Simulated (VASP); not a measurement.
Wanted: the native input for a VASP 6.6.1 run.

```
Task                   : single point
Functional             : PBEsol
Potentials or basis    : VASP PAW PBE potentials, release 64 (Ti_sv, C)
Cutoff                 : 520 eV
k mesh                 : 16 × 16 × 16
Occupations            : fermi-dirac, width 0.15 eV
Spin                   : no spin polarisation
Dipole correction      : no
Further INCAR settings : ALGO = Normal; EDIFF = 1e-06; NBANDS = 15
```

The structure of TiC lies in POSCAR:

```
TiC
1.0
    0.0000000000      2.1610180311      2.1610180311
    2.1610180311      0.0000000000      2.1610180311
    2.1610180311      2.1610180311      0.0000000000
Ti C
1 1
Direct
    0.0000000000      0.0000000000      0.0000000000
    0.5000000000      0.5000000000      0.5000000000
```

One way to write it, as run:

INCAR

```
PREC = Accurate
ENCUT = 520
EDIFF = 1E-6
ISMEAR = -1
SIGMA = 0.15
LREAL = F
LASPH = T
NELM = 60
ALGO = Normal
ISIF = 2
LWAVE = F
LCHARG = F
GGA = PS
NBANDS = 15
```

KPOINTS

```
Automatic mesh
0
Gamma
  16 16 16
```

Potentials or basis: VASP PAW PBE potentials, release 64 (Ti_sv, C).

Command:

```sh
$ cat potpaw_PBE.64/Ti_sv/POTCAR potpaw_PBE.64/C/POTCAR > POTCAR
$ mpirun -np 1 vasp_std > vasp.out
```

It gave:

| Quantity | Value |
| --- | --- |
| Pressure | -4.8 GPa |
| Band gap on the k mesh | zero (bands 8 and 9 overlap by 1.08 eV) |

Caveat: the cell stands under tension; the PAW data sets were made with another functional, which shifts forces and pressure a little.

It took 53 s on 1 thread of Intel Xeon 8259CL, on a shared host, peak memory 0.17 GiB.
